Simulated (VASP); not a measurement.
# TaN (P-62m) in VASP: single point with PBEsol

Aim: the single point of TaN with PBEsol.

Program: VASP 6.6.1. These are calculated values, not measurements. Logs are shortened: lines on timing, memory, paths and dates and some standing lists are left out, and cuts for length are marked.

### 1 The cell of the first run

Symmetry: P-62m, No. 189, hexagonal system. The conventional cell has a = 5.196 Å, b = 5.196 Å, c = 2.911 Å, α = 90.00°, β = 90.00°, γ = 120.00°. Within 2.9 Å of Ta (site symmetry -6) lie 6 N at 2.16 Å. Ta (site symmetry -62m) has 3 N at 2.04 Å within 2.7 Å. N (site symmetry m2m) has 5 Ta at 2.04 to 2.16 Å within 2.7 Å.

### 2 Single point, PBEsol

INCAR reads:

```
PREC = Accurate
ENCUT = 520
EDIFF = 1E-6
ISMEAR = -1
SIGMA = 0.05
LREAL = F
LASPH = T
NELM = 60
ALGO = Normal
ISIF = 2
LWAVE = F
LCHARG = F
GGA = PS
NBANDS = 33
```

KPOINTS reads:

```
Automatic mesh
0
Gamma
  5 5 7
```

POSCAR reads:

```
TaN
1.0
    5.1960000000      0.0000000000      0.0000000000
   -2.5980000000      4.4998680000      0.0000000000
    0.0000000000      0.0000000000      2.9110000000
Ta N
3 3
Direct
    0.3333333333      0.6666666667      0.5000000000
    0.6666666667      0.3333333333      0.5000000000
    0.0000000000      0.0000000000      0.0000000000
    0.3928500000      0.0000000000      0.0000000000
    0.6071500000      0.6071500000      0.0000000000
    0.0000000000      0.3928500000      0.0000000000
```

Potentials or basis: VASP PAW PBE potentials, release 64 (Ta_pv, N).

Command:

```sh
cat potpaw_PBE.64/Ta_pv/POTCAR potpaw_PBE.64/N/POTCAR > POTCAR
mpirun -np 1 vasp_std > vasp.out
```

OUTCAR:

```text
PREC = Accurate
   ENCUT = 520
   EDIFF = 1E-6
   ISMEAR = -1
   LREAL = F
   LASPH = T
   NELM = 60
   ISIF = 2
   GGA = PS

 ion  position               nearest neighbor table
   1  0.333  0.667  0.500-   5 2.16   5 2.16   6 2.16   6 2.16   4 2.16   4 2.16   2 3.00   2 3.00
                             2 3.00   3 3.33   3 3.33   3 3.33   3 3.33   3 3.33   3 3.33
   2  0.667  0.333  0.500-   6 2.16   6 2.16   4 2.16   4 2.16   5 2.16   5 2.16   1 3.00   1 3.00
                             1 3.00   3 3.33   3 3.33   3 3.33   3 3.33   3 3.33   3 3.33
   3  0.000  0.000  0.000-   4 2.04   5 2.04   6 2.04   2 3.33   1 3.33   1 3.33   2 3.33   2 3.33
                             2 3.33   1 3.33   1 3.33   2 3.33   2 3.33   1 3.33   1 3.33
   4  0.393  0.000  0.000-   3 2.04   1 2.16   1 2.16   2 2.16   2 2.16
   5  0.607  0.607  0.000-   3 2.04   1 2.16   1 2.16   2 2.16   2 2.16
   6  0.000  0.393  0.000-   3 2.04   2 2.16   2 2.16   1 2.16   1 2.16

  LATTYP: Found a hexagonal cell.
 ALAT       =     5.1960000000
 C/A-ratio  =     0.5602386451

  Lattice vectors:

 A1 = (   5.1960000000,   0.0000000000,   0.0000000000)
 A2 = (  -2.5980000000,   4.4998680000,   0.0000000000)
 A3 = (   0.0000000000,   0.0000000000,   2.9110000000)

Analysis of symmetry for initial positions (statically):
=====================================================================
 Subroutine PRICEL returns:
 Original cell was already a primitive cell.

 Routine SETGRP: Setting up the symmetry group for a
 hexagonal supercell.

 Subroutine GETGRP returns: Found 12 space group operations
 (whereof 12 operations were pure point group operations)
 out of a pool of 24 trial point group operations.

The static configuration has the point symmetry D_3h.

Analysis of symmetry for dynamics (positions and initial velocities):
=====================================================================
 Subroutine PRICEL returns:
 Original cell was already a primitive cell.

 Routine SETGRP: Setting up the symmetry group for a
 hexagonal supercell.

 Subroutine GETGRP returns: Found 12 space group operations
 (whereof 12 operations were pure point group operations)
 out of a pool of 24 trial point group operations.

The dynamic configuration has the point symmetry D_3h.

 Subroutine INISYM returns: Found 12 space group operations
 (whereof 12 operations are pure point group operations),
[... 98 lines left out ...]
   NELM   =     60;   NELMIN=  2; NELMDL= -5     # of ELM steps
   EDIFF  = 0.1E-05   stopping-criterion for ELM
   LREAL  =      F    real-space projection
   EDIFFG = 0.1E-04   stopping-criterion for IOM
   NSW    =      0    number of steps for IOM
   IBRION =     -1    ionic relax: 0-MD 1-quasi-New 2-CG
   NFREE  =      0    steps in history (QN), initial steepest desc. (CG)
   ISIF   =      2    stress and relaxation
   ISYM   =      2    0-nonsym 1-usesym 2-fastsym
   POTIM  = 0.5000    time-step for ionic-motion
   TEBEG  =    0.0;   TEEND  =   0.0 temperature during run
   PSTRESS=    0.0 pullay stress
   NELECT =      48.0000    total number of electrons
   NUPDOWN=      -1.0000    fix difference up-down
   EMIN   =  10.00;   EMAX   =-10.00  energy-range for DOS
   EFERMI =   0.00;   METHOD = LEGACY
   ISMEAR =    -1;   SIGMA  =   0.05  broadening in eV -4-tet -1-fermi 0-gaus
   EFERMI_NEDOS =   21; number of points for ismear=-14 and -15
   IALGO  =     38    algorithm
   IMIX   =      4    mixing-type and parameters
     AMIX     =   0.40;   BMIX     =  1.00
     AMIX_MAG =   1.60;   BMIX_MAG =  1.00
  volume/ion in A,a.u.               =      11.34        76.55
  Fermi-wavevector in a.u.,A,eV,Ry     =   1.457197  2.753703 28.890916  2.123422
  Thomas-Fermi vector in A             =   2.574026
   LORBIT       =      0    0 simple, 1 ext, 2 COOP (PROOUT), +10 PAW based schemes
   GGA     = PS    functional components
   LHFCALC =     F    Hartree Fock is set to
   AEXX    =    0.0000 exact exchange contribution
   IVDW    =     0    specifies the selected vdW correction
   LEPSILON=     F    determine dielectric tensor
   LRPA    =     F    only Hartree local field effects (RPA)
 non-spin polarized calculation
  energy-cutoff  :      520.00
  volume of cell :       68.06
 maximum number of plane-waves:      1860
 NGX is ok and might be reduce to    40
   NGX = 19   NGY = 19   NGZ = 11

 number of electron      48.0000002 magnetization

 Free energy of the ion-electron system (eV)
  ---------------------------------------------------
  ext. energy  EPLUGINS =         0.00000000
  ---------------------------------------------------
  free energy    TOTEN  =       -71.46132640 eV

  energy without entropy =      -71.45923221  energy(sigma->0) =      -71.46027931

 E-fermi :   8.1786     XC(G=0): -13.1611

 val. band max:        8.0598168990   @ k =   0.2000   0.0000   0.1429
 cond. band min:       8.5180491931   @ k =   0.4000  -0.0000   0.2857
 fundamental gap:      0.4582322940
 Fermi energy:         8.1785570435

 k-point     1 :       0.0000    0.0000    0.0000
  band No.  band energies     occupation
      1     -28.0050      2.00000
      2     -28.0050      2.00000
      3     -27.6509      2.00000
      4     -27.6509      2.00000
      5     -27.4704      2.00000
      6     -27.3622      2.00000
[... 709 lines left out ...]
     32      12.2334      0.00000
     33      13.3352      0.00000

------------------------ aborting loop because EDIFF is reached ----------------------------------------

  FORCE on cell =-STRESS in cart. coord.  units (eV):
  Direction    XX          YY          ZZ          XY          YZ          ZX
  --------------------------------------------------------------------------------------
  -------------------------------------------------------------------------------------
  Total       -1.1377628     -1.1377628     -1.5399549      0.0000000      0.0000000      0.0000000
  in kB      -26.7825056    -26.7825056    -36.2499549      0.0000000      0.0000000      0.0000000
  external PRESSURE =     -29.9383221 kB  Pullay stress =       0.0000000 kB

 VOLUME and BASIS-vectors are now :
 -----------------------------------------------------------------------------
  energy-cutoff  :      520.00
  volume of cell :       68.06
      direct lattice vectors                 reciprocal lattice vectors
     5.196000000  0.000000000  0.000000000     0.192455735  0.111114370  0.000000000
    -2.598000000  4.499868000  0.000000000     0.000000000  0.222228741  0.000000000
     0.000000000  0.000000000  2.911000000     0.000000000  0.000000000  0.343524562

 POSITION                                       TOTAL-FORCE (eV/Angst)
 -----------------------------------------------------------------------------------
     -0.00000      2.99991      1.45550         0.000000      0.000000     -0.000000
      2.59800      1.49996      1.45550         0.000000     -0.000000     -0.000000
      0.00000      0.00000      0.00000         0.000000      0.000000     -0.000000
      2.04125      0.00000      0.00000         0.023386      0.000000      0.000000
      1.57738      2.73209      0.00000        -0.011693     -0.020253     -0.000000
     -1.02062      1.76777      0.00000        -0.011693      0.020253     -0.000000
 -----------------------------------------------------------------------------------
    total drift:                               -0.000002     -0.000003      0.000000

  FREE ENERGIE OF THE ION-ELECTRON SYSTEM (eV)
  ---------------------------------------------------
  free  energy   TOTEN  =       -71.4613264014 eV

  energy  without entropy=      -71.4592322124  energy(sigma->0) =      -71.46027931
```

OSZICAR:

```text
N       E                     dE             d eps       ncg     rms          rms(c)
DAV:   1     0.439438879253E+03    0.43944E+03   -0.26086E+04  1320   0.153E+03
DAV:   2    -0.518069321942E+02   -0.49125E+03   -0.46891E+03  1520   0.449E+02
DAV:   3    -0.800725311832E+02   -0.28266E+02   -0.27805E+02  1600   0.103E+02
DAV:   4    -0.806310790400E+02   -0.55855E+00   -0.55467E+00  1647   0.144E+01
DAV:   5    -0.806439493267E+02   -0.12870E-01   -0.12855E-01  1704   0.173E+00    0.438E+01
DAV:   6    -0.717816000699E+02    0.88623E+01   -0.44169E+01  1706   0.357E+01    0.186E+01
DAV:   7    -0.715502154272E+02    0.23138E+00   -0.21144E+00  1604   0.795E+00    0.106E+01
DAV:   8    -0.714781685896E+02    0.72047E-01   -0.38185E-01  1636   0.370E+00    0.977E-01
DAV:   9    -0.714624062818E+02    0.15762E-01   -0.40324E-02  1703   0.149E+00    0.377E-01
DAV:  10    -0.714616324360E+02    0.77385E-03   -0.13308E-02  1629   0.570E-01    0.201E-01
DAV:  11    -0.714613672294E+02    0.26521E-03   -0.26207E-03  1669   0.307E-01    0.470E-02
DAV:  12    -0.714613263018E+02    0.40928E-04   -0.22529E-04  1645   0.873E-02    0.163E-02
DAV:  13    -0.714613263806E+02   -0.78795E-07   -0.12995E-05  1526   0.208E-02    0.458E-03
DAV:  14    -0.714613264014E+02   -0.20788E-07   -0.56351E-07   946   0.584E-03
   1 F= -.71461326E+02 E0= -.71460279E+02  d E =-.209419E-02
```

stdout:

```text
POSCAR found type information on POSCAR TaN
 POSCAR found :  2 types and       6 ions
 scaLAPACK will be used
 -----------------------------------------------------------------------------
|                                                                             |
|                                                                             |
|     You enforced a specific xc type in the INCAR file but a different       |
|     I HOPE YOU KNOW WHAT YOU ARE DOING!                                     |
|                                                                             |
 -----------------------------------------------------------------------------

 LDA part: xc-table for (Slater+PW92), standard interpolation
 POSCAR, INCAR and KPOINTS ok, starting setup
 FFT: planning ... GRIDC
 FFT: planning ... GRID_SOFT
 FFT: planning ... GRID
 WAVECAR not read
 entering main loop
```

It took 30 s on 1 thread of Intel Xeon Platinum 8488C (Sapphire Rapids), shared host; peak memory 0.19 GiB.

Results:

- Free energy: -71.4613 eV
- Pressure: -3.0 GPa
- Largest force: 0.023 eV/Å
- Band gap on the k mesh: zero (band 24 reaches 9.78 eV, above the bottom of band 25 at 7.15 eV)

Forces on the atoms (eV/Å):
```
Ta   0.000  0.000  0.000
Ta   0.000  0.000  0.000
Ta   0.000  0.000  0.000
N    0.023  0.000  0.000
N   -0.012 -0.020  0.000
N   -0.012  0.020  0.000
```

Stress tensor (GPa, compression positive):
```
-2.68  0.00  0.00
 0.00 -2.68  0.00
 0.00  0.00 -3.62
```

Caveat: the PAW data sets were made with another functional, which shifts forces and pressure a little; spin-orbit coupling is left out, which moves the levels of the heavy elements.
